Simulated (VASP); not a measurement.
A run of VASP 6.6.1:

The input INCAR:

```
SYSTEM = VN
  PREC = Accurate
  ENCUT = 600
  EDIFF = 1E-6
  ISMEAR = -4
  SIGMA = 0.1
  LREAL = .FALSE.
  LASPH = .TRUE.
  NELM = 200
  ALGO = Normal
  ISIF = 2
  LWAVE = .FALSE.
  LCHARG = .FALSE.
  ISPIN = 2
  MAGMOM = 0.3 0
  LORBIT = 11
  LMAXMIX = 4
  GGA = PE
  NBANDS = 20
  ISYM = 0
  GGA_COMPAT = .FALSE.
```

KPOINTS

```
regular mesh
0
G
  7 1 2
  0 0 0
```

Contents of POSCAR:

```
VN
1.0
    0.0000000000      2.0624650000      2.0624650000
    2.0624650000      0.0000000000      2.0624650000
    2.0624650000      2.0624650000      0.0000000000
V N
1 1
Direct
    0.0000000000      0.0000000000      0.0000000000
    0.5000000000      0.5000000000      0.5000000000
```

Potentials or basis: VASP PAW PBE potentials, release 64 (V_sv, N).

Run with:

```console
$ cat potpaw_PBE.64/V_sv/POTCAR potpaw_PBE.64/N/POTCAR > POTCAR
$ mpirun -np 1 vasp_std > vasp.out
```

Hardware: 1 thread of Intel(R) Xeon(R) Platinum 8559C (Emerald Rapids), on a shared host.

Q: How long does it take, and how much memory?

A: Run time: 9.5 s on 1 thread of Intel(R) Xeon(R) Platinum 8559C (Emerald Rapids), with other jobs on the host, peak memory 0.15 GiB. Counts: scf iterations 21, k points 8.
